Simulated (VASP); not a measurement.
Here is a VASP 6.6.1 calculation.

File INCAR:

```
SYSTEM = Si3C
ALGO     = Normal         ! electronic algorithm
EDIFF    = 1E-7           ! SCF threshold, eV
ENCUT    = 520            ! plane-wave cutoff, eV
GGA      = PS             ! functional
ISIF     = 2              ! what is computed and relaxed
ISMEAR   = -1             ! smearing method
LASPH    = .TRUE.         ! aspherical terms in the spheres
LCHARG   = .FALSE.        ! write CHGCAR
LREAL    = .FALSE.        ! projectors in reciprocal space
LWAVE    = .FALSE.        ! write WAVECAR
NBANDS   = 16             ! bands
NELM     = 60             ! most SCF steps
PREC     = Accurate       ! precision mode
SIGMA    = 0.052          ! smearing width, eV
```

Contents of KPOINTS:

```
k-points
0
G
  4 4 4
  0 0 0
```

File POSCAR:

```
Si3C
1.0
    1.6986113246      0.9806937055      5.8709154094
   -1.6986113246      0.9806937055      5.8709154094
    0.0000000000     -1.9613874110      5.8709154094
C Si
1 3
Direct
    0.9419609824      0.0660543059     -0.0039832782
    0.5413952013      0.4486994812      0.4991383230
    0.2966796678      0.4359328310      0.3630610975
    0.9373365792      0.8377081371      0.8900940072
```

Potentials or basis: VASP PAW PBE potentials, release 64 (C, Si).

Run with:

```console
$ cat potpaw_PBE.64/C/POTCAR potpaw_PBE.64/Si/POTCAR > POTCAR
$ mpirun -np 1 vasp_std > vasp.out
```

Task: Estimate the band gap on the k mesh.

Result: Zero (bands 8 and 9 overlap by 1.20 eV).

Task: Predict the largest force.

Result: 2.107 eV/Å.

Forces on the atoms (eV/Å):
```
C    0.318 -0.075 -0.757
Si  -0.024  0.022 -0.760
Si   0.419  0.025 -0.466
Si  -0.714  0.028  1.982
```

Caveat: the k points lie up to 0.54 Å⁻¹ apart, too coarse for converged energies and pressures of a metal; the PAW data sets were made with another functional, which shifts forces and pressure a little.
